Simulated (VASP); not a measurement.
# CdF2 (Fm-3m) in VASP: notebook, part 2 of 2

VASP 6.6.1.

### Step 3. Electric field gradients, LDA (volume scaled by 0.96)

The input, INCAR:

```
SYSTEM = CdF2
PREC     = Accurate       ! precision mode
ENCUT    = 520            ! plane-wave cutoff, eV
EDIFF    = 1E-8           ! SCF threshold, eV
ISMEAR   = -1             ! smearing method
SIGMA    = 0.02           ! smearing width, eV
LREAL    = .FALSE.        ! projectors in reciprocal space
LASPH    = .TRUE.         ! aspherical terms in the spheres
NELM     = 120            ! most SCF steps
ALGO     = Normal         ! electronic algorithm
ISIF     = 2              ! what is computed and relaxed
LWAVE    = .FALSE.        ! write WAVECAR
LCHARG   = .FALSE.        ! write CHGCAR
GGA      = CA             ! functional
LEFG     = .TRUE.       
NBANDS   = 24             ! bands
GGA_COMPAT= .FALSE.
```

The input, KPOINTS:

```
regular mesh
0
G
  8 8 8
  0 0 0
```

The input, POSCAR:

```
CdF2
1.0
    0.0000000000      2.6575901313      2.6575901313
    2.6575901313      0.0000000000      2.6575901313
    2.6575901313      2.6575901313      0.0000000000
Cd F
1 2
Direct
    0.0000000000      0.0000000000      0.0000000000
    0.2500000000      0.2500000000      0.2500000000
    0.7500000000      0.7500000000      0.7500000000
```

Potentials or basis: VASP PAW LDA potentials, release 64 (Cd_sv_GW, F).

Launch:

```
cat potpaw_LDA.64/Cd_sv_GW/POTCAR potpaw_LDA.64/F/POTCAR > POTCAR
mpirun -np 1 vasp_std > vasp.out
```

OUTCAR:

```text
SYSTEM = CdF2
   PREC = Accurate
   ENCUT = 520
   EDIFF = 1E-8
   ISMEAR = -1
   LREAL = .FALSE.
   LASPH = .TRUE.
   NELM = 120
   ISIF = 2
   GGA = CA

 ion  position               nearest neighbor table
   1  0.000  0.000  0.000-
   2  0.250  0.250  0.250-
   3  0.750  0.750  0.750-

  LATTYP: Found a face centered cubic cell.
 ALAT       =     5.3151802626

  Lattice vectors:

 A1 = (   0.0000000000,   2.6575901313,   2.6575901313)
 A2 = (   2.6575901313,   0.0000000000,   2.6575901313)
 A3 = (   2.6575901313,   2.6575901313,   0.0000000000)

Analysis of symmetry for initial positions (statically):
=====================================================================
 Subroutine PRICEL returns:
 Original cell was already a primitive cell.

 Routine SETGRP: Setting up the symmetry group for a
 face centered cubic supercell.

 Subroutine GETGRP returns: Found 48 space group operations
 (whereof 48 operations were pure point group operations)
 out of a pool of 48 trial point group operations.

The static configuration has the point symmetry O_h .

Analysis of symmetry for dynamics (positions and initial velocities):
=====================================================================
 Subroutine PRICEL returns:
 Original cell was already a primitive cell.

 Routine SETGRP: Setting up the symmetry group for a
 face centered cubic supercell.

 Subroutine GETGRP returns: Found 48 space group operations
 (whereof 48 operations were pure point group operations)
 out of a pool of 48 trial point group operations.

The dynamic configuration has the point symmetry O_h .

 Subroutine INISYM returns: Found 48 space group operations
 (whereof 48 operations are pure point group operations),
 and found     1 'primitive' translations

----------------------------------------------------------------------------------------

                                     Primitive cell

  volume of cell :      37.5400

  direct lattice vectors                    reciprocal lattice vectors
     0.000000000  2.657590131  2.657590131    -0.188140374  0.188140374  0.188140374
     2.657590131  0.000000000  2.657590131     0.188140374 -0.188140374  0.188140374
     2.657590131  2.657590131  0.000000000     0.188140374  0.188140374 -0.188140374

  length of vectors
     3.758400007  3.758400007  3.758400007     0.325868686  0.325868686  0.325868686

  position of ions in fractional coordinates (direct lattice)
     0.000000000  0.000000000  0.000000000
     0.250000000  0.250000000  0.250000000
     0.750000000  0.750000000  0.750000000

  ion indices of the primitive-cell ions
   primitive index   ion index
                 1           1
                 2           2
                 3           3

[... 69 lines left out ...]
   ENCUT  =  520.0 eV  38.22 Ry    6.18 a.u.   6.99  6.99  6.99*2*pi/ulx,y,z
   NELM   =    120;   NELMIN=  2; NELMDL= -5     # of ELM steps
   EDIFF  = 0.1E-07   stopping-criterion for ELM
   LREAL  =      F    real-space projection
   EDIFFG = 0.1E-06   stopping-criterion for IOM
   NSW    =      0    number of steps for IOM
   IBRION =     -1    ionic relax: 0-MD 1-quasi-New 2-CG
   NFREE  =      0    steps in history (QN), initial steepest desc. (CG)
   ISIF   =      2    stress and relaxation
   ISYM   =      2    0-nonsym 1-usesym 2-fastsym
   POTIM  = 0.5000    time-step for ionic-motion
   TEBEG  =    0.0;   TEEND  =   0.0 temperature during run
   PSTRESS=    0.0 pullay stress
   NELECT =      34.0000    total number of electrons
   NUPDOWN=      -1.0000    fix difference up-down
   EMIN   =  10.00;   EMAX   =-10.00  energy-range for DOS
   EFERMI =   0.00;   METHOD = LEGACY
   ISMEAR =    -1;   SIGMA  =   0.02  broadening in eV -4-tet -1-fermi 0-gaus
   EFERMI_NEDOS =   21; number of points for ismear=-14 and -15
   IALGO  =     38    algorithm
   IMIX   =      4    mixing-type and parameters
     AMIX     =   0.40;   BMIX     =  1.00
     AMIX_MAG =   1.60;   BMIX_MAG =  1.00
  volume/ion in A,a.u.               =      12.51        84.44
  Fermi-wavevector in a.u.,A,eV,Ry     =   1.583932  2.993197 34.134838  2.508840
  Thomas-Fermi vector in A             =   2.683627
   LORBIT       =      0    0 simple, 1 ext, 2 COOP (PROOUT), +10 PAW based schemes
   GGA     = CA    functional components
   LHFCALC =     F    Hartree Fock is set to
   AEXX    =    0.0000 exact exchange contribution
   IVDW    =     0    specifies the selected vdW correction
   LEPSILON=     F    determine dielectric tensor
   LRPA    =     F    only Hartree local field effects (RPA)
 non-spin polarized calculation
  energy-cutoff  :      520.00
  volume of cell :       37.54
 maximum number of plane-waves:      1036
   NGX = 13   NGY = 13   NGZ = 13

 number of electron      34.0000027 magnetization

 Free energy of the ion-electron system (eV)
  ---------------------------------------------------
  ext. energy  EPLUGINS =         0.00000000
  ---------------------------------------------------
  free energy    TOTEN  =       -12.81239122 eV

  energy without entropy =      -12.81239122  energy(sigma->0) =      -12.81239122

 E-fermi :   1.1786     XC(G=0): -11.5235

 val. band max:        0.6445437414   @ k =  -0.2500   0.5000   0.2500
 cond. band min:       3.5997198397   @ k =   0.0000   0.0000   0.0000
 fundamental gap:      2.9551760983
 Fermi energy:         1.1785685130

 k-point     1 :       0.0000    0.0000    0.0000
  band No.  band energies     occupation
      1     -97.0313      2.00000
      2     -58.4593      2.00000
      3     -58.4593      2.00000
      4     -58.4593      2.00000
      5     -20.0440      2.00000
      6     -18.7416      2.00000
[... 637 lines left out ...]
     23      19.2255      0.00000
     24      22.4418      0.00000

 [... further k-points ...]
[... 5 lines left out ...]
  --------------------------------------------------------------------------------------
  -------------------------------------------------------------------------------------
  Total       -0.6614017     -0.6614017     -0.6614017     -0.0000000     -0.0000000     -0.0000000
  in kB      -28.2281144    -28.2281144    -28.2281144     -0.0000000     -0.0000000     -0.0000000
  external PRESSURE =     -28.2281144 kB  Pullay stress =       0.0000000 kB

 VOLUME and BASIS-vectors are now :
 -----------------------------------------------------------------------------
  energy-cutoff  :      520.00
  volume of cell :       37.54
      direct lattice vectors                 reciprocal lattice vectors
     0.000000000  2.657590131  2.657590131    -0.188140374  0.188140374  0.188140374
     2.657590131  0.000000000  2.657590131     0.188140374 -0.188140374  0.188140374
     2.657590131  2.657590131  0.000000000     0.188140374  0.188140374 -0.188140374

 POSITION                                       TOTAL-FORCE (eV/Angst)
 -----------------------------------------------------------------------------------
      0.00000      0.00000      0.00000        -0.000000     -0.000000     -0.000000
      1.32880      1.32880      1.32880         0.000000      0.000000      0.000000
      3.98639      3.98639      3.98639         0.000000     -0.000000     -0.000000
 -----------------------------------------------------------------------------------
    total drift:                                0.000000     -0.000000      0.000000

  FREE ENERGIE OF THE ION-ELECTRON SYSTEM (eV)
  ---------------------------------------------------
  free  energy   TOTEN  =       -12.8123912160 eV

  energy  without entropy=      -12.8123912160  energy(sigma->0) =      -12.81239122

 Electric field gradients (V/A^2)
---------------------------------------------------------------------
 ion       V_xx      V_yy      V_zz      V_xy      V_xz      V_yz
---------------------------------------------------------------------
   1       0.000     0.000    -0.000    -0.002    -0.002    -0.002
   2       0.000    -0.000     0.000     0.007     0.007     0.007
   3       0.000    -0.000     0.000     0.007     0.007     0.007
---------------------------------------------------------------------

 Electric field gradients after diagonalization (V/A^2)
 (convention: |V_zz| > |V_xx| > |V_yy|)
----------------------------------------------------------------------
 ion       V_xx      V_yy      V_zz     asymmetry (V_yy - V_xx)/ V_zz
----------------------------------------------------------------------
   1       0.002     0.002    -0.004       0.000
   2      -0.007    -0.007     0.013       0.000
   3      -0.007    -0.007     0.013       0.000
----------------------------------------------------------------------

           NMR quadrupolar parameters

 Cq : quadrupolar parameter    Cq=e*Q*V_zz/h
 eta: asymmetry parameters     (V_yy - V_xx)/ V_zz
 Q  : nuclear electric quadrupole moment in mb (millibarn)
----------------------------------------------------------------------
 ion       Cq(MHz)       eta       Q (mb)
----------------------------------------------------------------------
   1      -0.000       0.000       1.000
   2       0.000       0.000       1.000
   3       0.000       0.000       1.000
----------------------------------------------------------------------
```

Wall time 27 s (1 thread of Intel Xeon Platinum 8488C (Sapphire Rapids), shared host); peak memory 0.16 GiB.

What came out:

```
Free energy            : -12.8124 eV
Pressure               : -2.8 GPa
Band gap on the k mesh : 2.96 eV, indirect (least direct gap 3.38 eV)
```

Caveat: without QUAD_EFG the Cq values of the log hold for a quadrupole moment of 1 mb, not for the nuclei. A k mesh can miss the band edges.
